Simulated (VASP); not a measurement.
**Li3SeF: single point with PBE**

The system is Li3SeF.

```
Li Se F
1.0
     5.01853    0.00000    0.00000
    -2.50926    4.34617    0.00000
     0.00000    0.00000    4.80238
Li Se F
3 1 1
Cartesian
  2.5093 0.0000 0.0000
  -1.2546 2.1731 0.0000
  1.2546 2.1731 0.0000
  0.0000 0.0000 2.4012
  0.0000 0.0000 0.0000
```

The cell was built from a structure type or drawn by symmetry, and may not be a known phase.

* Program: VASP 6.6.1
* Task: single point
* Functional: PBE
* Potentials or basis: VASP PAW PBE potentials, release 64 (Li_sv, Se, F)
* Cutoff: 520 eV
* k mesh: 6 × 6 × 4
* Occupations: gaussian, width 0.1 eV
* Spin: no spin polarisation
* Dipole correction: no
* Further INCAR settings: ALGO = Normal; EDIFF = 1e-07; NBANDS = 19

```
Band gap on the k mesh : zero (bands 11 and 12 overlap by 0.72 eV)
```

Levels at points of the mesh, in eV from the Fermi level:
```csv
k point,band 9,band 10,band 11,band 12,band 13,band 14
"(0.00, 0.00, 0.00)",-1.38,-1.22,-1.22,0.22,0.31,3.68
"(0.50, 0.00, 0.00)",-2.46,-1.42,-0.53,0.86,1.13,2.58
"(0.00, 0.00, 0.50)",-2.48,-1.47,-1.47,0.42,0.46,0.91
"(0.50, 0.00, 0.50)",-2.72,-1.81,-1.73,0.08,0.28,2.27
```

Run time: 21 s on 1 thread of Intel(R) Xeon(R) 6975P-C (Granite Rapids), on a shared host, peak memory 0.24 GiB.
